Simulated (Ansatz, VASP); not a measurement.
**EuCo2H2 in VASP and in Ansatz**

POSCAR

```
EuCo2H2
1.0
    2.0750603300      3.5941067700      0.0000000000
   -2.0750603300      3.5941067700      0.0000000000
    0.0000000000      0.0000000000      4.4896556000
H Eu Co
2 1 2
Direct
    0.3333000000      0.3334000000      0.1232000000
    0.6667000000      0.6666000000      0.8768000000
    0.0000000000      0.0000000000      0.0000000000
    0.3333000000      0.3334000000      0.4680000000
    0.6667000000      0.6666000000      0.5320000000
```

File INCAR.step1:

```
PREC = Accurate
ENCUT = 520
ISMEAR = -1
SIGMA = 0.1
LREAL = False
LASPH = True
NELM = 150
ISPIN = 2
MAGMOM = 0 0 -7.15 1.81 1.81
LMAXMIX = 6
NBANDS = 30
GGA = PE
ALGO = Normal
EDIFF = 1E-4
LWAVE = True
LCHARG = False
```

File INCAR.step2:

```
PREC = Accurate
ENCUT = 520
EDIFF = 1E-6
ISMEAR = -1
SIGMA = 0.1
LREAL = False
LASPH = True
NELM = 150
ALGO = Normal
ISIF = 2
LWAVE = False
LCHARG = False
ISPIN = 2
MAGMOM = 0 0 -7.15 1.81 1.81
LORBIT = 11
LMAXMIX = 6
METAGGA = R2SCAN
LMIXTAU = True
NBANDS = 30
ISTART = 1
```

KPOINTS

```
regular mesh
0
Gamma
  6 6 5
```

Input for Ansatz:

```yaml
crystal:
  lattice:
    - [2.07506033, 3.59410677, 0.0]
    - [-2.07506033, 3.59410677, 0.0]
    - [0.0, 0.0, 4.4896556]
  atoms:
    - { symbol: H, position: [0.3333, 0.3334, 0.1232] }
    - { symbol: H, position: [0.6667, 0.6666, 0.8768] }
    - { symbol: Eu, position: [0.0, 0.0, 0.0] }
    - { symbol: Co, position: [0.3333, 0.3334, 0.468] }
    - { symbol: Co, position: [0.6667, 0.6666, 0.532] }
kpoints:
  mp_grid: { grid: [6, 6, 5], shift: [0, 0, 0] }
  band_path:
    path:
      - [0.0, 0.0, 0.0]
      - [0.49999992, 0.50000003, 0.0]
      - [0.33333328, 0.66666678, 0.0]
      - [0.0, 0.0, 0.0]
      - [0.0, 0.0, 0.5]
      - [0.49999992, 0.50000003, 0.5]
      - [0.33333328, 0.66666678, 0.5]
      - [0.0, 0.0, 0.5]
      - [0.49999992, 0.50000003, 0.5]
      - [0.49999992, 0.50000003, 0.0]
      - [0.33333328, 0.66666678, 0.5]
    npoints: 14
magnetization:
  spin_polarized: true
scf:
  occupations: { method: fermi_dirac }
  lower_state_search: "off"
  max_iter: 200
hamiltonian:
  pseudopotentials: { kind: paw }
  xc: r2scan
basis:
  ecutwfc: 500
  fft_grid_basis: typed
output:
  forces: true
  stress: true
  eigenvalues: true
  bader: true
  populations: true
  elf: true
  write_potential: true
  volumetric_format: npy
  dos:
    e_range: [-12, 8]
    de: 0.05
    projected: { site_lists: { Co: [Co], Eu: [Eu], H: [H] } }
  write_density: true
checkpoint:
  read: saved_state
```

Alike in both runs: task single point; functional r2SCAN; k mesh 6 × 6 × 5; collinear spin.

|  | VASP | Ansatz |
| --- | --- | --- |
| version | VASP 6.6.1 | Ansatz 0.2.0 |
| potentials or method | VASP PAW PBE potentials, release 64 (H, Eu, Co), cutoff 520 eV | PAW plane waves |
| occupations | fermi-dirac, width 0.1 eV | fermi-dirac |
| valence electrons in the cell | 37 | 53 |

|  | VASP | Ansatz | Ansatz less VASP |
| --- | --- | --- | --- |
| pressure (GPa) | -5.3 | -5.0 | +0.27 |
| traceless stress, the component that is largest in VASP (GPa) | 6.81 | 6.83 | +0.026 |
| rms of the force components (eV/Å) | 0.207 | 0.196 | -0.0108 |
| net moment per atom (μB) | 0.67 | 0.66 | -0.004 |
| size of the moment on the site where the two differ most (μB) | 1.84 | 1.65 | -0.198 |

VASP's potentials were made for PBE, not for r2SCAN. Site moments also hang on the region over which each program counts them. Atom by atom the forces differ by 0.012 eV/Å (rms over components). VASP's potentials hold 37 valence electrons a cell and Ansatz's 53, so a difference there can come from the potentials and not from the codes. Ansatz's warnings: structure snapped to symmetry.

Neither program's run includes spin-orbit coupling.
